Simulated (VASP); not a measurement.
Input of a VASP 6.6.1 run:

Contents of INCAR:

```
SYSTEM = Mo
PREC = Accurate ; ENCUT = 520
EDIFF = 1E-6 ; ISMEAR = 0
SIGMA = 0.15 ; LREAL = .FALSE.
LASPH = .TRUE. ; NELM = 60
ALGO = Fast ; ISIF = 2
LWAVE = .FALSE. ; LCHARG = .FALSE.
GGA = PE ; NBANDS = 13
```

Contents of KPOINTS:

```
regular mesh
0
G
  22 22 22
  0 0 0
```

The input POSCAR:

```
Mo
1.0
   -1.6024200000      1.5710000000      1.6024200000
    1.5395800000     -1.5710000000      1.5395800000
    1.6024200000      1.5710000000     -1.6024200000
Mo
1
Direct
    0.0000000000      0.0000000000      0.0000000000
```

Potentials or basis: VASP PAW PBE potentials, release 64 (Mo_sv).

Command:

```bash
$ cat potpaw_PBE.64/Mo_sv/POTCAR > POTCAR
$ mpirun -np 1 vasp_std > vasp.out
```

Question: What does it give for the band gap on the k mesh?

Answer: Zero (bands 7 and 8 overlap by 4.97 eV).

Question: Estimate the pressure.

Answer: 5.7 GPa.

Stress tensor (GPa, compression positive):
```
5.67 0.00 4.31
0.00 5.88 0.00
4.31 0.00 5.67
```

Caveat: the cell differs from its parent crystal (strain -0.0400 x Voigt [0, 0, 0, 0, 1, 0]); the cell stands under pressure.
